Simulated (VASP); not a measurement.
# Al (Im-3m) in VASP: notebook

The runs below take Al through single point, with PBEsol.

Program: VASP 6.6.1. These are calculated values, not measurements. Logs are shortened: lines on timing, memory, paths and dates and some standing lists are left out, and cuts for length are marked.

### Step 1. The cell of the first run

It takes space group Im-3m (No. 229, cubic). The conventional cell has a = 2.836 Å, b = 2.836 Å, c = 2.836 Å, α = 90.00°, β = 90.00°, γ = 90.00°. Al (site symmetry m-3m) has 14 Al at 2.46 to 2.84 Å within 3.2 Å.

This isn't the form of Al at room conditions, which is fcc.

### Step 2. Single point, PBEsol

Contents of INCAR:

```
PREC = Accurate ; ENCUT = 500
EDIFF = 1E-6 ; ISMEAR = -1
SIGMA = 0.05 ; LREAL = F
LASPH = T ; NELM = 120
ALGO = Normal ; ISIF = 2
LWAVE = F ; LCHARG = T
GGA = PS ; LELF = T
LVHAR = T ; NBANDS = 8
GGA_COMPAT = F
```

Contents of KPOINTS:

```
regular mesh
0
Gamma
  11 11 11
```

Contents of POSCAR:

```
Al
1.0
   -1.4177981726      1.4177981726      1.4177981726
    1.4177981726     -1.4177981726      1.4177981726
    1.4177981726      1.4177981726     -1.4177981726
Al
1
Direct
    0.0000000000      0.0000000000      0.0000000000
```

Potentials or basis: VASP PAW PBE potentials, release 64 (Al).

Command:

```sh
$ cat potpaw_PBE.64/Al/POTCAR > POTCAR
$ mpirun -np 1 vasp_std > vasp.out
```

OUTCAR:

```text
PREC = Accurate
   ENCUT = 500
   EDIFF = 1E-6
   ISMEAR = -1
   LREAL = F
   LASPH = T
   NELM = 120
   ISIF = 2
   GGA = PS

 ion  position               nearest neighbor table
   1  0.000  0.000  0.000-

  LATTYP: Found a body centered cubic cell.
 ALAT       =     2.8355963452

  Lattice vectors:

 A1 = (  -1.4177981726,   1.4177981726,   1.4177981726)
 A2 = (   1.4177981726,  -1.4177981726,   1.4177981726)
 A3 = (   1.4177981726,   1.4177981726,  -1.4177981726)

Analysis of symmetry for initial positions (statically):
=====================================================================
 Subroutine PRICEL returns:
 Original cell was already a primitive cell.

 Routine SETGRP: Setting up the symmetry group for a
 body centered cubic supercell.

 Subroutine GETGRP returns: Found 48 space group operations
 (whereof 48 operations were pure point group operations)
 out of a pool of 48 trial point group operations.

The static configuration has the point symmetry O_h .

Analysis of symmetry for dynamics (positions and initial velocities):
=====================================================================
 Subroutine PRICEL returns:
 Original cell was already a primitive cell.

 Routine SETGRP: Setting up the symmetry group for a
 body centered cubic supercell.

 Subroutine GETGRP returns: Found 48 space group operations
 (whereof 48 operations were pure point group operations)
 out of a pool of 48 trial point group operations.

The dynamic configuration has the point symmetry O_h .

 Subroutine INISYM returns: Found 48 space group operations
 (whereof 48 operations are pure point group operations),
 and found     1 'primitive' translations

----------------------------------------------------------------------------------------

                                     Primitive cell

  volume of cell :      11.4000

  direct lattice vectors                    reciprocal lattice vectors
    -1.417798173  1.417798173  1.417798173     0.000000000  0.352659504  0.352659504
     1.417798173 -1.417798173  1.417798173     0.352659504  0.000000000  0.352659504
     1.417798173  1.417798173 -1.417798173     0.352659504  0.352659504  0.000000000

  length of vectors
     2.455698470  2.455698470  2.455698470     0.498735853  0.498735853  0.498735853

  position of ions in fractional coordinates (direct lattice)
     0.000000000  0.000000000  0.000000000

  ion indices of the primitive-cell ions
   primitive index   ion index
                 1           1

----------------------------------------------------------------------------------------

 KPOINTS: regular mesh

Automatic generation of k-mesh.
 Grid dimensions read from file:
 generate k-points for:   11   11   11

 Generating k-lattice:

  Cartesian coordinates                     Fractional coordinates (reciprocal lattice)
     0.000000000  0.032059955  0.032059955     0.090909091  0.000000000  0.000000000
     0.032059955  0.000000000  0.032059955     0.000000000  0.090909091  0.000000000
     0.032059955  0.032059955  0.000000000     0.000000000  0.000000000  0.090909091

  Length of vectors
     0.045339623  0.045339623  0.045339623

  Shift w.r.t. Gamma in fractional coordinates (k-lattice)
     0.000000000  0.000000000  0.000000000

 Subroutine IBZKPT returns following result:
 ===========================================

 Found     56 irreducible k-points:

 Following reciprocal coordinates:
            Coordinates               Weight
  0.000000  0.000000  0.000000      1.000000
  0.090909  0.000000  0.000000     12.000000
  0.181818  0.000000  0.000000     12.000000
  0.272727  0.000000  0.000000     12.000000
  0.363636  0.000000  0.000000     12.000000
  0.454545  0.000000  0.000000     12.000000
[... 16 lines left out ...]
  0.272727  0.181818  0.090909     48.000000
  0.363636  0.181818  0.090909     24.000000
 [... further k-points ...]
   k-points           NKPTS =     56   k-points in BZ     NKDIM =     56   number of bands    NBANDS=      8
   number of dos      NEDOS =    301   number of ions     NIONS =      1
   total plane-waves  NPLWV =   5832
   dimension x,y,z NGX =    18 NGY =   18 NGZ =   18
   dimension x,y,z NGXF=    36 NGYF=   36 NGZF=   36
   ions per type =               1
   NGX,Y,Z   is equivalent  to a cutoff of  12.19, 12.19, 12.19 a.u.
   NGXF,Y,Z  is equivalent  to a cutoff of  24.37, 24.37, 24.37 a.u.
 SYSTEM =  unknown system
   PREC   = accura    normal or accurate (medium, high low for compatibility)
   ISTART =      0    job   : 0-new  1-cont  2-samecut
   ICHARG =      2    charge: 1-file 2-atom 10-const
   ISPIN  =      1    spin polarized calculation?
   LNONCOLLINEAR =      F non collinear calculations
   LSORBIT =      F    spin-orbit coupling
   LASPH  =      T    aspherical Exc in radial PAW
   ENCUT  =  500.0 eV  36.75 Ry    6.06 a.u.   4.48  4.48  4.48*2*pi/ulx,y,z
   NELM   =    120;   NELMIN=  2; NELMDL= -5     # of ELM steps
   EDIFF  = 0.1E-05   stopping-criterion for ELM
   LREAL  =      F    real-space projection
   EDIFFG = 0.1E-04   stopping-criterion for IOM
   NSW    =      0    number of steps for IOM
   IBRION =     -1    ionic relax: 0-MD 1-quasi-New 2-CG
   NFREE  =      0    steps in history (QN), initial steepest desc. (CG)
   ISIF   =      2    stress and relaxation
   ISYM   =      2    0-nonsym 1-usesym 2-fastsym
   POTIM  = 0.5000    time-step for ionic-motion
   TEBEG  =    0.0;   TEEND  =   0.0 temperature during run
   PSTRESS=    0.0 pullay stress
   NELECT =       3.0000    total number of electrons
   NUPDOWN=      -1.0000    fix difference up-down
   EMIN   =  10.00;   EMAX   =-10.00  energy-range for DOS
   EFERMI =   0.00;   METHOD = LEGACY
   ISMEAR =    -1;   SIGMA  =   0.05  broadening in eV -4-tet -1-fermi 0-gaus
   EFERMI_NEDOS =   21; number of points for ismear=-14 and -15
   IALGO  =     38    algorithm
   IMIX   =      4    mixing-type and parameters
     AMIX     =   0.40;   BMIX     =  1.00
     AMIX_MAG =   1.60;   BMIX_MAG =  1.00
  volume/ion in A,a.u.               =      11.40        76.93
  Fermi-wavevector in a.u.,A,eV,Ry     =   1.049093  1.982499 14.974532  1.100597
  Thomas-Fermi vector in A             =   2.184042
   LORBIT       =      0    0 simple, 1 ext, 2 COOP (PROOUT), +10 PAW based schemes
   GGA     = PS    functional components
   LHFCALC =     F    Hartree Fock is set to
   AEXX    =    0.0000 exact exchange contribution
   IVDW    =     0    specifies the selected vdW correction
   LEPSILON=     F    determine dielectric tensor
   LRPA    =     F    only Hartree local field effects (RPA)
 non-spin polarized calculation
  energy-cutoff  :      500.00
  volume of cell :       11.40
 maximum number of plane-waves:       321
 NGX is ok and might be reduce to    18
   NGX =  9   NGY =  9   NGZ =  9

 number of electron       3.0000000 magnetization

 Free energy of the ion-electron system (eV)
  ---------------------------------------------------
  ext. energy  EPLUGINS =         0.00000000
  ---------------------------------------------------
  free energy    TOTEN  =        -3.28968428 eV

  energy without entropy =       -3.28638988  energy(sigma->0) =       -3.28803708

 E-fermi :  12.4701     XC(G=0): -11.6959

 val. band max:       12.4172153910   @ k =  -0.3636   0.4545   0.1818
 cond. band min:      12.5806556602   @ k =   0.3636   0.0000   0.0000
 fundamental gap:      0.1634402692
 Fermi energy:        12.4700644719

 k-point     1 :       0.0000    0.0000    0.0000
  band No.  band energies     occupation
      1      -1.5289      2.00000
      2      28.1168      0.00000
      3      28.1168      0.00000
      4      28.1168      0.00000
      5      31.8623      0.00000
      6      31.8623      0.00000
      7      33.5547      0.00000
      8      33.5547      0.00000

 k-point     2 :       0.0909    0.0000    0.0000
  band No.  band energies     occupation
      1      -1.2260      2.00000
      2      25.6103      0.00000
      3      26.9446      0.00000
      4      27.4135      0.00000
      5      30.1883      0.00000
      6      30.3617      0.00000
      7      33.6524      0.00000
      8      33.9657      0.00000

 k-point     3 :       0.1818    0.0000    0.0000
  band No.  band energies     occupation
      1      -0.3232      2.00000
      2      21.0360      0.00000
      3      25.0109      0.00000
      4      26.1802      0.00000
      5      28.2469      0.00000
      6      29.6427      0.00000
      7      34.1077      0.00000
      8      34.5299      0.00000

 k-point     4 :       0.2727    0.0000    0.0000
  band No.  band energies     occupation
      1       1.1620      2.00000
      2      16.6000      0.00000
      3      23.3646      0.00000
      4      25.1129      0.00000
      5      26.7640      0.00000
      6      28.7871      0.00000
      7      35.3857      0.00000
      8      35.4106      0.00000

 k-point     5 :       0.3636    0.0000    0.0000
  band No.  band energies     occupation
      1       3.1987      2.00000
      2      12.5807      0.19739
      3      22.2236      0.00000
      4      24.3762      0.00000
      5      25.7780      0.00000
      6      27.9936      0.00000
      7      36.5340      0.00000
      8      37.4082      0.00000
[... 177 lines left out ...]
 k-point    22 :       0.1818    0.1818    0.0909
  band No.  band energies     occupation
      1       3.4853      2.00000
      2      14.9541      0.00000
      3      16.3162      0.00000
      4      20.2431      0.00000
      5      32.9677      0.00000
      6      34.2026      0.00000
      7      36.3110      0.00000
      8      37.1876      0.00000

 k-point    23 :       0.2727    0.1818    0.0909
  band No.  band energies     occupation
      1       5.7309      2.00000
      2      11.8267      1.99999
      3      15.0790      0.00000
      4      19.3245      0.00000
      5      32.9983      0.00000
      6      35.0040      0.00000
      7      36.8773      0.00000
      8      39.5635      0.00000

 k-point    24 :       0.3636    0.1818    0.0909
  band No.  band energies     occupation
      1       7.9049      2.00000
      2       9.2483      2.00000
      3      14.7588      0.00000
      4      19.0292      0.00000
      5      32.8741      0.00000
      6      35.2348      0.00000
      7      37.3838      0.00000
      8      40.5482      0.00000

 [... further k-points ...]

------------------------ aborting loop because EDIFF is reached ----------------------------------------

  FORCE on cell =-STRESS in cart. coord.  units (eV):
  Direction    XX          YY          ZZ          XY          YZ          ZX
  --------------------------------------------------------------------------------------
  -------------------------------------------------------------------------------------
  Total        4.2946382      4.2946382      4.2946382      0.0000000      0.0000000     -0.0000000
  in kB      603.5787400    603.5787400    603.5787400      0.0000000      0.0000000     -0.0000000
  external PRESSURE =     603.5787400 kB  Pullay stress =       0.0000000 kB

 VOLUME and BASIS-vectors are now :
 -----------------------------------------------------------------------------
  energy-cutoff  :      500.00
  volume of cell :       11.40
      direct lattice vectors                 reciprocal lattice vectors
    -1.417798173  1.417798173  1.417798173     0.000000000  0.352659504  0.352659504
     1.417798173 -1.417798173  1.417798173     0.352659504  0.000000000  0.352659504
     1.417798173  1.417798173 -1.417798173     0.352659504  0.352659504  0.000000000

 POSITION                                       TOTAL-FORCE (eV/Angst)
 -----------------------------------------------------------------------------------
      0.00000      0.00000      0.00000         0.000000      0.000000     -0.000000
 -----------------------------------------------------------------------------------
    total drift:                                0.000000     -0.000000      0.000000

  FREE ENERGIE OF THE ION-ELECTRON SYSTEM (eV)
  ---------------------------------------------------
  free  energy   TOTEN  =        -3.2896842767 eV

  energy  without entropy=       -3.2863898833  energy(sigma->0) =       -3.28803708
```

It took 2.8 s on 1 thread of AMD EPYC 9R14 (Zen 4), shared host; peak memory 0.08 GiB.

Results:

```
Free energy            : -3.2897 eV
Pressure               : 60.4 GPa
Band gap on the k mesh : zero (an odd number of electrons rules out a gap without spin polarisation)
```

Levels at points of the mesh, in eV from the Fermi level:
```csv
k point,band 1,band 2,band 3,band 4
"(0.00, 0.00, 0.00)",-14.00,15.65,15.65,15.65
```

Caveat: the cell stands under pressure; the PAW data sets were made with another functional, which shifts forces and pressure a little.

### Step 3. Single point, PBEsol

This run uses another cell than the first one, of 12.35 Å³/atom.

Contents of INCAR:

```
ALGO     = Normal         # electronic algorithm
EDIFF    = 1E-6           # SCF threshold, eV
ENCUT    = 500            # plane-wave cutoff, eV
GGA      = PS             # functional
GGA_COMPAT= False        
ISIF     = 2              # what is computed and relaxed
ISMEAR   = -1             # smearing method
LASPH    = True           # aspherical terms in the spheres
LCHARG   = False          # write CHGCAR
LREAL    = False          # projectors in reciprocal space
LWAVE    = False          # write WAVECAR
NBANDS   = 8              # bands
NELM     = 120            # most SCF steps
PREC     = Accurate       # precision mode
SIGMA    = 0.05           # smearing width, eV
```

Contents of KPOINTS:

```
k-points
0
Gamma
  11 11 11
```

Contents of POSCAR:

```
Al
1.0
   -1.4561616655      1.4561616655      1.4561616655
    1.4561616655     -1.4561616655      1.4561616655
    1.4561616655      1.4561616655     -1.4561616655
Al
1
Direct
    0.0000000000      0.0000000000      0.0000000000
```

Potentials or basis: VASP PAW PBE potentials, release 64 (Al).

Command:

```sh
$ cat potpaw_PBE.64/Al/POTCAR > POTCAR
$ mpirun -np 1 vasp_std > vasp.out
```

Run time: 2.6 s. Hardware: 1 thread of AMD EPYC 9R14 (Zen 4), shared host; peak memory 0.08 GiB.

Results (log left out):

```
Free energy            : -3.5845 eV
Pressure               : 40.2 GPa
Band gap on the k mesh : zero (an odd number of electrons rules out a gap without spin polarisation)
```

Levels at points of the mesh, in eV from the Fermi level:
| k point | band 1 | band 2 | band 3 | band 4 | band 5 |
| --- | --- | --- | --- | --- | --- |
| (0.00, 0.00, 0.00) | -13.35 | 15.07 | 15.07 | 15.07 | 18.65 |

Caveat: the cell stands under pressure; the PAW data sets were made with another functional, which shifts forces and pressure a little.

### Step 4. Single point, PBEsol

This run uses another cell than the first one, of 13.78 Å³/atom.

Contents of INCAR:

```
SYSTEM = Al
PREC = Accurate
ENCUT = 500
EDIFF = 1E-6
ISMEAR = -1
SIGMA = 0.05
LREAL = .FALSE.
LASPH = .TRUE.
NELM = 120
ALGO = Normal
ISIF = 2
LWAVE = .FALSE.
LCHARG = .FALSE.
GGA = PS
NBANDS = 8
GGA_COMPAT = .FALSE.
```

Contents of KPOINTS:

```
Automatic mesh
0
G
  11 11 11
  0 0 0
```

Contents of POSCAR:

```
Al
1.0
   -1.5102789434      1.5102789434      1.5102789434
    1.5102789434     -1.5102789434      1.5102789434
    1.5102789434      1.5102789434     -1.5102789434
Al
1
Direct
    0.0000000000      0.0000000000      0.0000000000
```

Command:

```sh
$ cat potpaw_PBE.64/Al/POTCAR > POTCAR
$ mpirun -np 1 vasp_std > vasp.out
```

Wall time 3.2 s (1 thread of AMD EPYC 9R14 (Zen 4), shared host); peak memory 0.09 GiB.

Results (log left out):

```yaml
Free_energy: -3.8465 eV
Pressure: 20.1 GPa
Band_gap_on_the_k_mesh: zero (an odd number of electrons rules out a gap without spin polarisation)
```

Levels at points of the mesh, in eV from the Fermi level:
| k point | band 1 | band 2 | band 3 | band 4 | band 5 | band 6 |
| --- | --- | --- | --- | --- | --- | --- |
| (0.00, 0.00, 0.00) | -12.51 | 14.31 | 14.31 | 14.31 | 17.48 | 17.48 |

Caveat: the cell stands under pressure; the PAW data sets were made with another functional, which shifts forces and pressure a little.

### Step 5. Single point, PBEsol

This run uses another cell than the first one, of 16.58 Å³/atom.

Contents of INCAR:

```
SYSTEM = Al
  ALGO = Normal
  EDIFF = 1E-6
  ENCUT = 500
  GGA = PS
  GGA_COMPAT = .FALSE.
  ISIF = 2
  ISMEAR = -1
  LASPH = .TRUE.
  LCHARG = .FALSE.
  LREAL = .FALSE.
  LWAVE = .FALSE.
  NBANDS = 8
  NELM = 120
  PREC = Accurate
  SIGMA = 0.05
```

Contents of KPOINTS:

```
k-points
0
G
  11 11 11
  0 0 0
```

Contents of POSCAR:

```
Al
1.0
   -1.6063973072      1.6063973072      1.6063973072
    1.6063973072     -1.6063973072      1.6063973072
    1.6063973072      1.6063973072     -1.6063973072
Al
1
Direct
    0.0000000000      0.0000000000      0.0000000000
```

Command:

```sh
$ cat potpaw_PBE.64/Al/POTCAR > POTCAR
$ mpirun -np 1 vasp_std > vasp.out
```

Wall time 3.1 s (1 thread of AMD EPYC 9R14 (Zen 4), shared host); peak memory 0.09 GiB.

It converged, with:

* Free energy: -3.9960 eV
* Pressure: 0.1 GPa
* Band gap on the k mesh: zero (an odd number of electrons rules out a gap without spin polarisation)

Levels at points of the mesh, in eV from the Fermi level:
```
           k point  band 1  band 2  band 3  band 4
(0.00, 0.00, 0.00)  -11.11   13.20   13.20   13.20
```

Caveat: the PAW data sets were made with another functional, which shifts forces and pressure a little.

### Step 6. The runs side by side

```tsv
cell	gap on the mesh (eV)	pressure (GPa)
a = 2.456 Å, angles 109.5°, 1 atom	none	60.4
a = 2.522 Å, angles 109.5°, 1 atom	none	40.2
a = 2.616 Å, angles 109.5°, 1 atom	none	20.1
a = 2.782 Å, angles 109.5°, 1 atom	none	0.1
```

Alike in all rows: task single point; level PBEsol; potentials or basis VASP PAW PBE potentials, release 64 (Al); no spin polarisation; k mesh 11 × 11 × 11; cutoff (eV) 500; smearing fermi-dirac 0.05 eV.

Caveats: the PAW data sets were made with another functional, which shifts forces and pressure a little; the cell stands under pressure (at least some runs).

Total energies depend on the potentials used, so only differences within one code and one set of settings carry meaning.
